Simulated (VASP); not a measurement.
# Hf (Im-3m) in VASP: a series of runs

Hf is run at these levels: PBEsol; tasks: electric field gradients.

Program: VASP 6.6.1. These are calculated values, not measurements. Logs are shortened: lines on timing, memory, paths and dates and some standing lists are left out, and cuts for length are marked.

## 1. The cell of the first run

The structure is cubic, space group Im-3m (No. 229). The conventional cell has a = 3.537 Å, b = 3.537 Å, c = 3.537 Å, α = 90.00°, β = 90.00°, γ = 90.00°. Within 4.0 Å of Hf (site symmetry m-3m) lie 14 Hf at 3.06 to 3.54 Å.

## 2. Electric field gradients, PBEsol (volume scaled by 0.9405)

Input file INCAR:

```
ALGO = Normal ; EDIFF = 1E-8
ENCUT = 520 ; GGA = PS
ISIF = 2 ; ISMEAR = -1
LASPH = True ; LCHARG = False
LEFG = True ; LREAL = False
LWAVE = False ; NBANDS = 11
NELM = 80 ; PREC = Accurate
SIGMA = 0.05
```

Input file KPOINTS:

```
k-points
0
Gamma
  14 14 14
```

Input file POSCAR:

```
Hf
1.0
   -1.7684663730      1.7684663730      1.7684663730
    1.7684663730     -1.7684663730      1.7684663730
    1.7684663730      1.7684663730     -1.7684663730
Hf
1
Direct
    0.0000000000      0.0000000000      0.0000000000
```

Potentials or basis: VASP PAW PBE potentials, release 64 (Hf_pv).

Run with:

```sh
$ cat potpaw_PBE.64/Hf_pv/POTCAR > POTCAR
$ mpirun -np 1 vasp_std > vasp.out
```

OUTCAR:

```text
EDIFF = 1E-8
   ENCUT = 520
   GGA = PS
   ISIF = 2
   ISMEAR = -1
   LASPH = True
   LREAL = False
   NELM = 80
   PREC = Accurate

 ion  position               nearest neighbor table
   1  0.000  0.000  0.000-

  LATTYP: Found a body centered cubic cell.
 ALAT       =     3.5369327460

  Lattice vectors:

 A1 = (  -1.7684663730,   1.7684663730,   1.7684663730)
 A2 = (   1.7684663730,  -1.7684663730,   1.7684663730)
 A3 = (   1.7684663730,   1.7684663730,  -1.7684663730)

Analysis of symmetry for initial positions (statically):
=====================================================================
 Subroutine PRICEL returns:
 Original cell was already a primitive cell.

 Routine SETGRP: Setting up the symmetry group for a
 body centered cubic supercell.

 Subroutine GETGRP returns: Found 48 space group operations
 (whereof 48 operations were pure point group operations)
 out of a pool of 48 trial point group operations.

The static configuration has the point symmetry O_h .

Analysis of symmetry for dynamics (positions and initial velocities):
=====================================================================
 Subroutine PRICEL returns:
 Original cell was already a primitive cell.

 Routine SETGRP: Setting up the symmetry group for a
 body centered cubic supercell.

 Subroutine GETGRP returns: Found 48 space group operations
 (whereof 48 operations were pure point group operations)
 out of a pool of 48 trial point group operations.

The dynamic configuration has the point symmetry O_h .

 Subroutine INISYM returns: Found 48 space group operations
 (whereof 48 operations are pure point group operations),
 and found     1 'primitive' translations

----------------------------------------------------------------------------------------

                                     Primitive cell

  volume of cell :      22.1233

  direct lattice vectors                    reciprocal lattice vectors
    -1.768466373  1.768466373  1.768466373     0.000000000  0.282730850  0.282730850
     1.768466373 -1.768466373  1.768466373     0.282730850  0.000000000  0.282730850
     1.768466373  1.768466373 -1.768466373     0.282730850  0.282730850  0.000000000

  length of vectors
     3.063073610  3.063073610  3.063073610     0.399841802  0.399841802  0.399841802

  position of ions in fractional coordinates (direct lattice)
     0.000000000  0.000000000  0.000000000

  ion indices of the primitive-cell ions
   primitive index   ion index
                 1           1

----------------------------------------------------------------------------------------

 KPOINTS: k-points

Automatic generation of k-mesh.
 Grid dimensions read from file:
 generate k-points for:   14   14   14

 Generating k-lattice:

  Cartesian coordinates                     Fractional coordinates (reciprocal lattice)
     0.000000000  0.020195061  0.020195061     0.071428571  0.000000000  0.000000000
     0.020195061  0.000000000  0.020195061     0.000000000  0.071428571  0.000000000
     0.020195061  0.020195061  0.000000000     0.000000000  0.000000000  0.071428571

  Length of vectors
     0.028560129  0.028560129  0.028560129

  Shift w.r.t. Gamma in fractional coordinates (k-lattice)
     0.000000000  0.000000000  0.000000000

 Subroutine IBZKPT returns following result:
 ===========================================

 Found    104 irreducible k-points:

 Following reciprocal coordinates:
            Coordinates               Weight
  0.000000  0.000000  0.000000      1.000000
  0.071429  0.000000  0.000000     12.000000
  0.142857  0.000000  0.000000     12.000000
  0.214286  0.000000  0.000000     12.000000
  0.285714  0.000000  0.000000     12.000000
  0.357143  0.000000  0.000000     12.000000
[... 16 lines left out ...]
  0.285714  0.285714  0.000000     24.000000
  0.357143  0.285714  0.000000     24.000000
 [... further k-points ...]
   k-points           NKPTS =    104   k-points in BZ     NKDIM =    104   number of bands    NBANDS=     11
   number of dos      NEDOS =    301   number of ions     NIONS =      1
   total plane-waves  NPLWV =  13824
   dimension x,y,z NGX =    24 NGY =   24 NGZ =   24
   dimension x,y,z NGXF=    48 NGYF=   48 NGZF=   48
   ions per type =               1
   NGX,Y,Z   is equivalent  to a cutoff of  13.03, 13.03, 13.03 a.u.
   NGXF,Y,Z  is equivalent  to a cutoff of  26.05, 26.05, 26.05 a.u.
 SYSTEM =  unknown system
   PREC   = accura    normal or accurate (medium, high low for compatibility)
   ISTART =      0    job   : 0-new  1-cont  2-samecut
   ICHARG =      2    charge: 1-file 2-atom 10-const
   ISPIN  =      1    spin polarized calculation?
   LNONCOLLINEAR =      F non collinear calculations
   LSORBIT =      F    spin-orbit coupling
   LASPH  =      T    aspherical Exc in radial PAW
   ENCUT  =  520.0 eV  38.22 Ry    6.18 a.u.   5.70  5.70  5.70*2*pi/ulx,y,z
   NELM   =     80;   NELMIN=  2; NELMDL= -5     # of ELM steps
   EDIFF  = 0.1E-07   stopping-criterion for ELM
   LREAL  =      F    real-space projection
   EDIFFG = 0.1E-06   stopping-criterion for IOM
   NSW    =      0    number of steps for IOM
   IBRION =     -1    ionic relax: 0-MD 1-quasi-New 2-CG
   NFREE  =      0    steps in history (QN), initial steepest desc. (CG)
   ISIF   =      2    stress and relaxation
   ISYM   =      2    0-nonsym 1-usesym 2-fastsym
   POTIM  = 0.5000    time-step for ionic-motion
   TEBEG  =    0.0;   TEEND  =   0.0 temperature during run
   PSTRESS=    0.0 pullay stress
   NELECT =      10.0000    total number of electrons
   NUPDOWN=      -1.0000    fix difference up-down
   EMIN   =  10.00;   EMAX   =-10.00  energy-range for DOS
   EFERMI =   0.00;   METHOD = LEGACY
   ISMEAR =    -1;   SIGMA  =   0.05  broadening in eV -4-tet -1-fermi 0-gaus
   EFERMI_NEDOS =   21; number of points for ismear=-14 and -15
   IALGO  =     38    algorithm
   IMIX   =      4    mixing-type and parameters
     AMIX     =   0.40;   BMIX     =  1.00
     AMIX_MAG =   1.60;   BMIX_MAG =  1.00
  volume/ion in A,a.u.               =      22.12       149.30
  Fermi-wavevector in a.u.,A,eV,Ry     =   1.256391  2.374234 21.477034  1.578517
  Thomas-Fermi vector in A             =   2.390101
   LORBIT       =      0    0 simple, 1 ext, 2 COOP (PROOUT), +10 PAW based schemes
   GGA     = PS    functional components
   LHFCALC =     F    Hartree Fock is set to
   AEXX    =    0.0000 exact exchange contribution
   IVDW    =     0    specifies the selected vdW correction
   LEPSILON=     F    determine dielectric tensor
   LRPA    =     F    only Hartree local field effects (RPA)
 non-spin polarized calculation
  energy-cutoff  :      520.00
  volume of cell :       22.12
 maximum number of plane-waves:       610
   NGX = 11   NGY = 11   NGZ = 11

 number of electron      10.0000000 magnetization

 Free energy of the ion-electron system (eV)
  ---------------------------------------------------
  ext. energy  EPLUGINS =         0.00000000
  ---------------------------------------------------
  free energy    TOTEN  =       -10.32980291 eV

  energy without entropy =      -10.31350641  energy(sigma->0) =      -10.32165466

 E-fermi :   4.4698     XC(G=0): -11.4416

 val. band max:        4.4552817093   @ k =  -0.3571   0.3571   0.0714
 cond. band min:       4.4908015718   @ k =   0.1429   0.1429   0.0714
 fundamental gap:      0.0355198625
 Fermi energy:         4.4697668154

 k-point     1 :       0.0000    0.0000    0.0000
  band No.  band energies     occupation
      1     -25.2456      2.00000
      2     -25.2456      2.00000
      3     -25.2456      2.00000
      4      -2.5886      2.00000
      5       6.0099      0.00000
      6       6.0099      0.00000
      7       6.0099      0.00000
      8       8.8366      0.00000
      9       8.8366      0.00000
     10      17.8273      0.00000
     11      17.8649      0.00000

 k-point     2 :       0.0714    0.0000    0.0000
  band No.  band energies     occupation
      1     -25.2911      2.00000
      2     -25.2597      2.00000
      3     -25.2458      2.00000
      4      -2.3970      2.00000
      5       5.8750      0.00000
      6       5.9571      0.00000
      7       6.1987      0.00000
      8       8.6204      0.00000
      9       8.8342      0.00000
     10      17.7791      0.00000
     11      18.0482      0.00000

 k-point     3 :       0.1429    0.0000    0.0000
  band No.  band energies     occupation
      1     -25.4167      2.00000
      2     -25.2991      2.00000
      3     -25.2463      2.00000
      4      -1.8492      2.00000
      5       5.5242      0.00000
      6       5.7211      0.00000
      7       6.7571      0.00000
      8       8.2843      0.00000
      9       8.8473      0.00000
     10      17.7774      0.00000
     11      18.4335      0.00000

 k-point     4 :       0.2143    0.0000    0.0000
  band No.  band energies     occupation
      1     -25.5933      2.00000
      2     -25.3554      2.00000
      3     -25.2472      2.00000
      4      -1.0317      2.00000
      5       5.0738      0.00001
      6       5.2673      0.00000
      7       7.6590      0.00000
      8       8.2367      0.00000
      9       8.9189      0.00000
     10      17.7725      0.00000
     11      18.3829      0.00000

 k-point     5 :       0.2857    0.0000    0.0000
  band No.  band energies     occupation
      1     -25.7831      2.00000
      2     -25.4172      2.00000
      3     -25.2481      2.00000
      4      -0.1147      2.00000
      5       4.6321      0.07486
      6       4.8654      0.00073
      7       8.4459      0.00000
      8       8.8534      0.00000
      9       9.0804      0.00000
     10      17.4509      0.00000
     11      17.7331      0.00000
[... 211 lines left out ...]
 k-point    21 :       0.2857    0.2143    0.0000
  band No.  band energies     occupation
      1     -25.9570      2.00000
      2     -25.5990      2.00000
      3     -25.3319      2.00000
      4       1.9245      2.00000
      5       3.8641      1.99999
      6       4.4950      0.75299
      7       8.4692      0.00000
      8       9.5284      0.00000
      9      12.2448      0.00000
     10      14.3201      0.00000
     11      17.6359      0.00000

 k-point    22 :       0.3571    0.2143   -0.0000
  band No.  band energies     occupation
      1     -25.9802      2.00000
      2     -25.6550      2.00000
      3     -25.3367      2.00000
      4       2.1970      2.00000
      5       3.9259      1.99996
      6       4.5585      0.28985
      7       8.5810      0.00000
      8       9.6855      0.00000
      9      13.0671      0.00000
     10      13.4208      0.00000
     11      16.7678      0.00000

 k-point    23 :       0.2857    0.2857    0.0000
  band No.  band energies     occupation
      1     -25.9335      2.00000
      2     -25.7058      2.00000
      3     -25.3475      2.00000
      4       2.5615      2.00000
      5       3.7510      2.00000
      6       4.3561      1.81332
      7       8.8070      0.00000
      8       9.4293      0.00000
      9      12.8182      0.00000
     10      13.6940      0.00000
     11      16.8502      0.00000

 k-point    24 :       0.3571    0.2857    0.0000
  band No.  band energies     occupation
      1     -25.9005      2.00000
      2     -25.7696      2.00000
      3     -25.3520      2.00000
      4       2.7850      2.00000
      5       3.8688      1.99999
      6       4.1677      1.99526
      7       8.9874      0.00000
      8       9.4985      0.00000
      9      12.0911      0.00000
     10      14.6135      0.00000
     11      16.0421      0.00000

 [... further k-points ...]
[... 5 lines left out ...]
  --------------------------------------------------------------------------------------
  -------------------------------------------------------------------------------------
  Total       -0.5861159     -0.5861159     -0.5861159     -0.0000000      0.0000000     -0.0000000
  in kB      -42.4466715    -42.4466715    -42.4466715     -0.0000000      0.0000000     -0.0000000
  external PRESSURE =     -42.4466715 kB  Pullay stress =       0.0000000 kB

 VOLUME and BASIS-vectors are now :
 -----------------------------------------------------------------------------
  energy-cutoff  :      520.00
  volume of cell :       22.12
      direct lattice vectors                 reciprocal lattice vectors
    -1.768466373  1.768466373  1.768466373     0.000000000  0.282730850  0.282730850
     1.768466373 -1.768466373  1.768466373     0.282730850  0.000000000  0.282730850
     1.768466373  1.768466373 -1.768466373     0.282730850  0.282730850  0.000000000

 POSITION                                       TOTAL-FORCE (eV/Angst)
 -----------------------------------------------------------------------------------
      0.00000      0.00000      0.00000        -0.000000      0.000000      0.000000
 -----------------------------------------------------------------------------------
    total drift:                                0.000000      0.000000     -0.000000

  FREE ENERGIE OF THE ION-ELECTRON SYSTEM (eV)
  ---------------------------------------------------
  free  energy   TOTEN  =       -10.3298029085 eV

  energy  without entropy=      -10.3135064098  energy(sigma->0) =      -10.32165466

 Electric field gradients (V/A^2)
---------------------------------------------------------------------
 ion       V_xx      V_yy      V_zz      V_xy      V_xz      V_yz
---------------------------------------------------------------------
   1       0.000    -0.000     0.000    -0.000    -0.000    -0.000
---------------------------------------------------------------------

 Electric field gradients after diagonalization (V/A^2)
 (convention: |V_zz| > |V_xx| > |V_yy|)
----------------------------------------------------------------------
 ion       V_xx      V_yy      V_zz     asymmetry (V_yy - V_xx)/ V_zz
----------------------------------------------------------------------
   1       0.000     0.000    -0.001       0.000
----------------------------------------------------------------------

           NMR quadrupolar parameters

 Cq : quadrupolar parameter    Cq=e*Q*V_zz/h
 eta: asymmetry parameters     (V_yy - V_xx)/ V_zz
 Q  : nuclear electric quadrupole moment in mb (millibarn)
----------------------------------------------------------------------
 ion       Cq(MHz)       eta       Q (mb)
----------------------------------------------------------------------
   1      -0.000       0.000       1.000
----------------------------------------------------------------------
```

It took 11 s on 1 thread of Intel Xeon Platinum 8488C (Sapphire Rapids), shared host; peak memory 0.15 GiB.

Results:

```yaml
Free_energy: -10.3298 eV
Pressure: -4.2 GPa
Band_gap_on_the_k_mesh: zero (band 5 reaches 6.01 eV, above the bottom of band 6 at 3.73 eV)
```

Levels at points of the mesh, in eV from the Fermi level:
```tsv
k point	band 1	band 2	band 3	band 4	band 5	band 6	band 7	band 8	band 9	band 10
(0.00, 0.00, 0.00)	-29.72	-29.72	-29.72	-7.06	1.54	1.54	1.54	4.37	4.37	13.36
(0.50, 0.00, 0.00)	-30.57	-29.99	-29.72	-3.39	-0.50	1.15	4.19	5.21	7.74	10.34
(0.50, 0.50, 0.50)	-30.31	-30.31	-30.31	-2.59	-2.59	6.89	6.89	6.89	7.34	7.34
```

Caveat: without QUAD_EFG the Cq values of the log hold for a quadrupole moment of 1 mb, not for the nuclei; the PAW data sets were made with another functional, which shifts forces and pressure a little; spin-orbit coupling is left out, which moves the levels of the heavy elements.

(Continued in part 2 of 3.)
